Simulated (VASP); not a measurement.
# PtS2: single point with PBE

The system is PtS2.

```
Pt S
1.0
     3.75800    0.00000    0.00000
    -1.87900    3.25452    0.00000
     0.00000    0.00000    6.82615
Pt S
1 2
Direct
  0.00000 0.00000 0.00000
  0.33333 0.66667 0.16555
  0.66667 0.33333 0.83445
```

This cell differs from its parent crystal: volume 27.829 Å^3 an atom, c/a of the conventional cell 1.8164.

* Program: VASP 6.6.1
* Task: single point
* Functional: PBE
* Potentials or basis: VASP PAW PBE potentials, release 64 (Pt, S)
* Cutoff: 520 eV
* k mesh: 12 × 12 × 6
* Occupations: gaussian, width 0.05 eV
* Spin: no spin polarisation
* Dipole correction: no
* Further INCAR settings: ALGO = Normal; EDIFF = 1e-06; NBANDS = 18

```json
{
 "Pressure": "-5.0 GPa",
 "Largest force": "0.027 eV/Å",
 "Band gap on the k mesh": "1.23 eV, indirect (least direct gap 1.28 eV)"
}
```

Forces in eV/Å, atoms in the order of the input:
```
Pt   0.000  0.000  0.000
S    0.000  0.000 -0.027
S    0.000  0.000  0.027
```

Stress tensor (GPa, compression positive):
```
-7.31  0.00  0.00
 0.00 -7.31  0.00
 0.00  0.00 -0.24
```

Levels at points of the mesh, in eV from the valence-band top:
```
           k point  band 7  band 8  band 9  band 10  band 11  band 12  band 13  band 14  band 15  band 16
(0.00, 0.00, 0.00)   -2.87   -0.83   -0.72    -0.72    -0.52     2.71     2.71     4.69     5.75     8.05
(0.50, 0.00, 0.00)   -2.57   -2.47   -2.41    -1.73    -1.28     2.03     2.60     5.30     6.73     8.47
(0.00, 0.00, 0.50)   -2.87   -0.88   -0.73    -0.72    -0.72     2.72     2.72     5.68     5.83     6.56
(0.50, 0.00, 0.50)   -2.56   -2.47   -2.40    -1.76    -1.15     2.05     2.57     5.27     6.52     8.23
```

It took 90 s on 1 thread of Intel(R) Xeon(R) Platinum 8488C (Sapphire Rapids), with other jobs on the host, peak memory 0.28 GiB.

Caveat: spin-orbit coupling is left out, which moves the levels of the heavy elements; this functional lacks dispersion, which binds the layers, so the pressure and a relaxed spacing across them are unreliable. A k mesh can miss the band edges.
